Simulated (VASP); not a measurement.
# Rh (Fm-3m) in VASP: further runs

Runs on Rh. Level: LDA. Tasks: single point.

Everything below comes from runs of VASP 6.6.1. Logs are shortened: lines on timing, memory, paths and dates and some standing lists are left out, and cuts for length are marked.

### 1 The cell of the first run

Symmetry: Fm-3m, No. 225, cubic system. The conventional cell has a = 3.677 Å, b = 3.677 Å, c = 3.677 Å, α = 90.00°, β = 90.00°, γ = 90.00°. Within 3.4 Å of Rh (site symmetry m-3m) lie 12 Rh at 2.60 Å.

### 2 Single point, LDA (12.43 Å³/atom)

File INCAR:

```
SYSTEM = Rh
ALGO = Normal ; EDIFF = 1E-6
ENCUT = 500 ; GGA_COMPAT = .False.
ISIF = 2 ; ISMEAR = -1
LASPH = .True. ; LCHARG = .False.
LREAL = .False. ; LWAVE = .False.
NBANDS = 14 ; NELM = 120
PREC = Accurate ; SIGMA = 0.05
```

File KPOINTS:

```
k-points
0
Gamma
  17 17 17
  0 0 0
```

File POSCAR:

```
Rh
1.0
    0.0000000000      1.8385478656      1.8385478656
    1.8385478656      0.0000000000      1.8385478656
    1.8385478656      1.8385478656      0.0000000000
Rh
1
Direct
    0.0000000000      0.0000000000      0.0000000000
```

Potentials or basis: VASP PAW LDA potentials, release 64 (Rh_pv).

On the command line:

```sh
$ cat potpaw_LDA.64/Rh_pv/POTCAR > POTCAR
$ mpirun -np 1 vasp_std > vasp.out
```

OUTCAR:

```text
SYSTEM = Rh
   EDIFF = 1E-6
   ENCUT = 500
   ISIF = 2
   ISMEAR = -1
   LASPH = .True.
   LREAL = .False.
   NELM = 120
   PREC = Accurate

 ion  position               nearest neighbor table
   1  0.000  0.000  0.000-

  LATTYP: Found a face centered cubic cell.
 ALAT       =     3.6770957312

  Lattice vectors:

 A1 = (   0.0000000000,   1.8385478656,   1.8385478656)
 A2 = (   1.8385478656,   0.0000000000,   1.8385478656)
 A3 = (   1.8385478656,   1.8385478656,   0.0000000000)

Analysis of symmetry for initial positions (statically):
=====================================================================
 Subroutine PRICEL returns:
 Original cell was already a primitive cell.

 Routine SETGRP: Setting up the symmetry group for a
 face centered cubic supercell.

 Subroutine GETGRP returns: Found 48 space group operations
 (whereof 48 operations were pure point group operations)
 out of a pool of 48 trial point group operations.

The static configuration has the point symmetry O_h .

Analysis of symmetry for dynamics (positions and initial velocities):
=====================================================================
 Subroutine PRICEL returns:
 Original cell was already a primitive cell.

 Routine SETGRP: Setting up the symmetry group for a
 face centered cubic supercell.

 Subroutine GETGRP returns: Found 48 space group operations
 (whereof 48 operations were pure point group operations)
 out of a pool of 48 trial point group operations.

The dynamic configuration has the point symmetry O_h .

 Subroutine INISYM returns: Found 48 space group operations
 (whereof 48 operations are pure point group operations),
 and found     1 'primitive' translations

----------------------------------------------------------------------------------------

                                     Primitive cell

  volume of cell :      12.4295

  direct lattice vectors                    reciprocal lattice vectors
     0.000000000  1.838547866  1.838547866    -0.271953757  0.271953757  0.271953757
     1.838547866  0.000000000  1.838547866     0.271953757 -0.271953757  0.271953757
     1.838547866  1.838547866  0.000000000     0.271953757  0.271953757 -0.271953757

  length of vectors
     2.600099327  2.600099327  2.600099327     0.471037725  0.471037725  0.471037725

  position of ions in fractional coordinates (direct lattice)
     0.000000000  0.000000000  0.000000000

  ion indices of the primitive-cell ions
   primitive index   ion index
                 1           1

----------------------------------------------------------------------------------------

 KPOINTS: k-points

Automatic generation of k-mesh.
 Grid dimensions read from file:
 generate k-points for:   17   17   17

 Generating k-lattice:

  Cartesian coordinates                     Fractional coordinates (reciprocal lattice)
    -0.015997280  0.015997280  0.015997280     0.058823529  0.000000000  0.000000000
     0.015997280 -0.015997280  0.015997280     0.000000000  0.058823529  0.000000000
     0.015997280  0.015997280 -0.015997280     0.000000000  0.000000000  0.058823529

  Length of vectors
     0.027708101  0.027708101  0.027708101

  Shift w.r.t. Gamma in fractional coordinates (k-lattice)
     0.000000000  0.000000000  0.000000000

 Subroutine IBZKPT returns following result:
 ===========================================

 Found    165 irreducible k-points:

 Following reciprocal coordinates:
            Coordinates               Weight
  0.000000  0.000000  0.000000      1.000000
  0.058824  0.000000  0.000000      8.000000
  0.117647  0.000000  0.000000      8.000000
  0.176471  0.000000  0.000000      8.000000
  0.235294  0.000000  0.000000      8.000000
  0.294118  0.000000  0.000000      8.000000
[... 16 lines left out ...]
 -0.176471  0.058824  0.000000     24.000000
 -0.117647  0.058824  0.000000     24.000000
 [... further k-points ...]
   k-points           NKPTS =    165   k-points in BZ     NKDIM =    165   number of bands    NBANDS=     14
   number of dos      NEDOS =    301   number of ions     NIONS =      1
   total plane-waves  NPLWV =   8000
   dimension x,y,z NGX =    20 NGY =   20 NGZ =   20
   dimension x,y,z NGXF=    40 NGYF=   40 NGZF=   40
   ions per type =               1
   NGX,Y,Z   is equivalent  to a cutoff of  12.79, 12.79, 12.79 a.u.
   NGXF,Y,Z  is equivalent  to a cutoff of  25.58, 25.58, 25.58 a.u.
 SYSTEM =  Rh
   PREC   = accura    normal or accurate (medium, high low for compatibility)
   ISTART =      0    job   : 0-new  1-cont  2-samecut
   ICHARG =      2    charge: 1-file 2-atom 10-const
   ISPIN  =      1    spin polarized calculation?
   LNONCOLLINEAR =      F non collinear calculations
   LSORBIT =      F    spin-orbit coupling
   LASPH  =      T    aspherical Exc in radial PAW
   ENCUT  =  500.0 eV  36.75 Ry    6.06 a.u.   4.74  4.74  4.74*2*pi/ulx,y,z
   NELM   =    120;   NELMIN=  2; NELMDL= -5     # of ELM steps
   EDIFF  = 0.1E-05   stopping-criterion for ELM
   LREAL  =      F    real-space projection
[... 7 lines left out ...]
   TEBEG  =    0.0;   TEEND  =   0.0 temperature during run
   PSTRESS=    0.0 pullay stress
   NELECT =      15.0000    total number of electrons
   NUPDOWN=      -1.0000    fix difference up-down
   EMIN   =  10.00;   EMAX   =-10.00  energy-range for DOS
   EFERMI =   0.00;   METHOD = LEGACY
   ISMEAR =    -1;   SIGMA  =   0.05  broadening in eV -4-tet -1-fermi 0-gaus
   EFERMI_NEDOS =   21; number of points for ismear=-14 and -15
   IALGO  =     38    algorithm
   IMIX   =      4    mixing-type and parameters
     AMIX     =   0.40;   BMIX     =  1.00
     AMIX_MAG =   1.60;   BMIX_MAG =  1.00
  volume/ion in A,a.u.               =      12.43        83.88
  Fermi-wavevector in a.u.,A,eV,Ry     =   1.742958  3.293713 41.333185  3.037903
  Thomas-Fermi vector in A             =   2.815123
   LORBIT       =      0    0 simple, 1 ext, 2 COOP (PROOUT), +10 PAW based schemes
   GGA     = CA    functional components
   LHFCALC =     F    Hartree Fock is set to
   AEXX    =    0.0000 exact exchange contribution
   IVDW    =     0    specifies the selected vdW correction
   LEPSILON=     F    determine dielectric tensor
   LRPA    =     F    only Hartree local field effects (RPA)
 non-spin polarized calculation
  energy-cutoff  :      500.00
  volume of cell :       12.43
 maximum number of plane-waves:       331
   NGX =  9   NGY =  9   NGZ =  9

 number of electron      14.9999998 magnetization

 Free energy of the ion-electron system (eV)
  ---------------------------------------------------
  ext. energy  EPLUGINS =         0.00000000
  ---------------------------------------------------
  free energy    TOTEN  =        -8.63105970 eV

  energy without entropy =       -8.62399716  energy(sigma->0) =       -8.62752843

 E-fermi :  13.6882     XC(G=0): -15.0027

 val. band max:       13.6640640581   @ k =   0.4118   0.2353   0.0588
 cond. band min:      13.7037738638   @ k =   0.4118   0.2941   0.0588
 fundamental gap:      0.0397098057
 Fermi energy:        13.6882078218

 k-point     1 :       0.0000    0.0000    0.0000
  band No.  band energies     occupation
      1     -32.6549      2.00000
      2     -32.6549      2.00000
      3     -32.6549      2.00000
      4       4.8932      2.00000
      5      10.0502      2.00000
      6      10.0502      2.00000
      7      10.0502      2.00000
      8      12.5396      2.00000
      9      12.5396      2.00000
     10      29.4864      0.00000
     11      33.7620      0.00000
     12      35.4859      0.00000
     13      35.4859      0.00000
     14      35.4859      0.00000

 k-point     2 :       0.0588    0.0000    0.0000
  band No.  band energies     occupation
      1     -32.6921      2.00000
      2     -32.6598      2.00000
      3     -32.6598      2.00000
      4       5.0479      2.00000
      5       9.9760      2.00000
      6      10.1137      2.00000
      7      10.1137      2.00000
      8      12.5009      2.00000
      9      12.5009      2.00000
     10      29.7334      0.00000
     11      33.7615      0.00000
     12      34.7137      0.00000
     13      35.7291      0.00000
     14      35.7291      0.00000

 k-point     3 :       0.1176    0.0000    0.0000
  band No.  band energies     occupation
      1     -32.7980      2.00000
      2     -32.6737      2.00000
      3     -32.6737      2.00000
      4       5.4853      2.00000
      5       9.7977      2.00000
      6      10.2766      2.00000
      7      10.2766      2.00000
      8      12.4209      2.00000
      9      12.4209      2.00000
     10      30.3975      0.00000
     11      33.1394      0.00000
     12      33.7663      0.00000
     13      36.4353      0.00000
     14      36.4353      0.00000

 k-point     4 :       0.1765    0.0000    0.0000
  band No.  band energies     occupation
      1     -32.9566      2.00000
      2     -32.6948      2.00000
      3     -32.6948      2.00000
      4       6.1033      2.00000
      5       9.6571      2.00000
      6      10.4457      2.00000
      7      10.4457      2.00000
      8      12.4106      2.00000
      9      12.4106      2.00000
     10      31.1937      0.00000
     11      31.4698      0.00000
     12      33.7644      0.00000
     13      37.5354      0.00000
     14      37.5354      0.00000

 k-point     5 :       0.2353    0.0000    0.0000
  band No.  band energies     occupation
      1     -33.1448      2.00000
      2     -32.7200      2.00000
      3     -32.7200      2.00000
      4       6.6620      2.00000
      5       9.8282      2.00000
      6      10.4882      2.00000
      7      10.4882      2.00000
      8      12.6156      2.00000
      9      12.6156      2.00000
     10      29.7812      0.00000
     11      31.6584      0.00000
     12      33.7649      0.00000
     13      38.8968      0.00000
     14      38.8968      0.00000

 k-point     6 :       0.2941    0.0000    0.0000
  band No.  band energies     occupation
      1     -33.3363      2.00000
      2     -32.7461      2.00000
      3     -32.7461      2.00000
      4       6.8843      2.00000
      5      10.3776      2.00000
      6      10.3776      2.00000
      7      10.5909      2.00000
      8      13.0530      1.99999
      9      13.0530      1.99999
     10      28.1213      0.00000
     11      31.2152      0.00000
     12      33.7656      0.00000
     13      39.5067      0.00000
     14      39.5067      0.00000

 k-point     7 :       0.3529    0.0000    0.0000
  band No.  band energies     occupation
      1     -33.5058      2.00000
      2     -32.7694      2.00000
      3     -32.7694      2.00000
      4       6.8303      2.00000
      5      10.2058      2.00000
      6      10.2058      2.00000
      7      11.8313      2.00000
      8      13.5890      1.75834
      9      13.5890      1.75834
     10      26.3865      0.00000
     11      30.2843      0.00000
     12      33.7659      0.00000
     13      37.8813      0.00000
     14      37.8813      0.00000
[... 205 lines left out ...]
 k-point    20 :      -0.3529    0.0588    0.0000
  band No.  band energies     occupation
      1     -33.5457      2.00000
      2     -32.8130      2.00000
      3     -32.7698      2.00000
      4       6.9122      2.00000
      5      10.0796      2.00000
      6      10.2271      2.00000
      7      11.8162      2.00000
      8      13.4691      1.97530
      9      14.5598      0.00000
     10      25.8525      0.00000
     11      30.1650      0.00000
     12      33.7652      0.00000
     13      36.1145      0.00000
     14      37.9507      0.00000

 k-point    21 :      -0.2941    0.0588    0.0000
  band No.  band energies     occupation
      1     -33.3931      2.00000
      2     -32.7935      2.00000
      3     -32.7444      2.00000
      4       7.0152      2.00000
      5      10.2448      2.00000
      6      10.4021      2.00000
      7      10.7179      2.00000
      8      12.8683      2.00000
      9      13.8640      0.05772
     10      27.6497      0.00000
     11      31.0608      0.00000
     12      33.7652      0.00000
     13      37.1886      0.00000
     14      39.8744      0.00000

 k-point    22 :      -0.2353    0.0588    0.0000
  band No.  band energies     occupation
      1     -33.2119      2.00000
      2     -32.7675      2.00000
      3     -32.7174      2.00000
      4       6.9138      2.00000
      5       9.7908      2.00000
      6      10.4883      2.00000
      7      10.5574      2.00000
      8      12.3517      2.00000
      9      13.2538      1.99966
     10      29.3507      0.00000
     11      31.7522      0.00000
     12      33.7648      0.00000
     13      37.7567      0.00000
     14      39.1907      0.00000

 k-point    23 :      -0.1765    0.0588    0.0000
  band No.  band energies     occupation
      1     -33.0261      2.00000
      2     -32.7381      2.00000
      3     -32.6925      2.00000
      4       6.4414      2.00000
      5       9.5146      2.00000
      6      10.5388      2.00000
      7      10.5628      2.00000
      8      12.0981      2.00000
      9      12.8235      2.00000
     10      30.9652      0.00000
     11      31.6149      0.00000
     12      33.7645      0.00000
     13      36.8653      0.00000
     14      38.7483      0.00000

 k-point    24 :      -0.1176    0.0588    0.0000
  band No.  band energies     occupation
      1     -32.8618      2.00000
      2     -32.7088      2.00000
      3     -32.6729      2.00000
      4       5.8071      2.00000
      5       9.6266      2.00000
      6      10.3888      2.00000
      7      10.4377      2.00000
      8      12.1513      2.00000
      9      12.6221      2.00000
     10      30.8647      0.00000
     11      32.5492      0.00000
     12      33.7652      0.00000
     13      36.0562      0.00000
     14      37.3834      0.00000

 [... further k-points ...]
[... 5 lines left out ...]
  --------------------------------------------------------------------------------------
  -------------------------------------------------------------------------------------
  Total        1.8736508      1.8736508      1.8736508      0.0000000      0.0000000      0.0000000
  in kB      241.5151735    241.5151735    241.5151735      0.0000000      0.0000000      0.0000000
  external PRESSURE =     241.5151735 kB  Pullay stress =       0.0000000 kB

 VOLUME and BASIS-vectors are now :
 -----------------------------------------------------------------------------
  energy-cutoff  :      500.00
  volume of cell :       12.43
      direct lattice vectors                 reciprocal lattice vectors
     0.000000000  1.838547866  1.838547866    -0.271953757  0.271953757  0.271953757
     1.838547866  0.000000000  1.838547866     0.271953757 -0.271953757  0.271953757
     1.838547866  1.838547866  0.000000000     0.271953757  0.271953757 -0.271953757

 POSITION                                       TOTAL-FORCE (eV/Angst)
 -----------------------------------------------------------------------------------
      0.00000      0.00000      0.00000         0.000000      0.000000      0.000000
 -----------------------------------------------------------------------------------
    total drift:                                0.000000      0.000000      0.000000

  FREE ENERGIE OF THE ION-ELECTRON SYSTEM (eV)
  ---------------------------------------------------
  free  energy   TOTEN  =        -8.6310596960 eV

  energy  without entropy=       -8.6239971581  energy(sigma->0) =       -8.62752843
```

Wall time 30 s (1 thread of Intel Xeon 8259CL, shared host); peak memory 0.14 GiB.

What came out:

```yaml
Free_energy: -8.6311 eV
Pressure: 24.2 GPa
Band_gap_on_the_k_mesh: zero (an odd number of electrons rules out a gap without spin polarisation)
```

Levels at points of the mesh, in eV from the Fermi level:
```tsv
k point	band 3	band 4	band 5	band 6	band 7	band 8	band 9	band 10	band 11	band 12
(0.00, 0.00, 0.00)	-46.34	-8.80	-3.64	-3.64	-3.64	-1.15	-1.15	15.80	20.07	21.80
```

Caveat: the cell stands under pressure.

### 3 Single point, LDA (12.43 Å³/atom)

File INCAR:

```
PREC = Accurate ; ENCUT = 500
EDIFF = 1E-6 ; ISMEAR = -1
SIGMA = 0.05 ; LREAL = False
LASPH = True ; NELM = 120
ALGO = Normal ; ISIF = 2
LWAVE = False ; LCHARG = False
NBANDS = 14 ; GGA_COMPAT = False
```

File KPOINTS:

```
Automatic mesh
0
Gamma
  17 17 17
```

POSCAR is that of step 2.

Potentials or basis: VASP PAW LDA potentials, release 64 (Rh_pv).

On the command line:

```sh
$ cat potpaw_LDA.64/Rh_pv/POTCAR > POTCAR
$ mpirun -np 1 vasp_std > vasp.out
```

Run time: 34 s. Hardware: 1 thread of Intel Xeon 8259CL, shared host; peak memory 0.14 GiB.

It converged, with:

```
Free energy            : -8.6311 eV
Pressure               : 24.2 GPa
Band gap on the k mesh : zero (an odd number of electrons rules out a gap without spin polarisation)
```

Levels at points of the mesh, in eV from the Fermi level:
```
           k point  band 3  band 4  band 5  band 6  band 7  band 8  band 9  band 10  band 11  band 12
(0.00, 0.00, 0.00)  -46.34   -8.80   -3.64   -3.64   -3.64   -1.15   -1.15    15.80    20.07    21.80
```

Caveat: the cell stands under pressure.

(Continued in part 2 of 2.)
